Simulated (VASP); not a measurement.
Wanted: the native input for a VASP 6.6.1 run.

```
Task                   : relaxation of cell and atoms
Functional             : PBEsol
Potentials or basis    : VASP PAW PBE potentials, release 64 (W_sv, C)
Cutoff                 : 600 eV
k mesh                 : 18 × 18 × 14
Occupations            : gaussian, width 0.1 eV
Spin                   : no spin polarisation
Dipole correction      : no
Further INCAR settings : ALGO = Normal; EDIFF = 1e-06; IBRION = 2; EDIFFG = -0.002; NSW = 100; ISIF = 3
```

The structure of WC (sol) lies in POSCAR:

```
WC
1.0
    2.8820700000      0.0000000000      0.0000000000
   -1.4410350000      2.4959458400      0.0000000000
    0.0000000000      0.0000000000      2.8238700000
W C
1 1
Direct
    0.0000000000      0.0000000000      0.0000000000
    0.6666666700      0.3333333300      0.5000000000
```

These files were run (other wordings do the same):

INCAR

```
SYSTEM = WC
PREC = Accurate
ENCUT = 600
EDIFF = 1E-6
ISMEAR = 0
SIGMA = 0.1
LREAL = .FALSE.
LASPH = .TRUE.
NELM = 60
ALGO = Normal
ISIF = 3
LWAVE = .FALSE.
LCHARG = .FALSE.
GGA = PS
IBRION = 2
NSW = 100
EDIFFG = -0.002
```

KPOINTS

```
regular mesh
0
G
  18 18 14
  0 0 0
```

Potentials or basis: VASP PAW PBE potentials, release 64 (W_sv, C).

Run with:

```bash
$ cat potpaw_PBE.64/W_sv/POTCAR potpaw_PBE.64/C/POTCAR > POTCAR
$ mpirun -np 1 vasp_std > vasp.out
```

Results of the run:

```json
{
  "Relaxed volume": "10.32 Å³/atom",
  "Relaxed cell": "a = 2.901 Å, b = 2.901 Å, c = 2.831 Å, α = 90.00°, β = 90.00°, γ = 120.00°",
  "Space group after relaxing (to 0.05 Å)": "P-6m2 (No. 187)",
  "Energy gained by relaxing": "3.3 meV/atom",
  "Ionic steps": "8",
  "Pressure after relaxing": "0.0 GPa",
  "Band gap on the k mesh": "zero (band 9 reaches 11.65 eV, above the bottom of band 10 at 10.41 eV)"
}
```

Caveat: the PAW data sets were made with another functional, which shifts forces and pressure a little; spin-orbit coupling is left out, which moves the levels of the heavy elements.

Wall time 90 s on 1 thread of Intel(R) Xeon(R) 6975P-C (Granite Rapids), with other jobs on the host, peak memory 0.23 GiB.
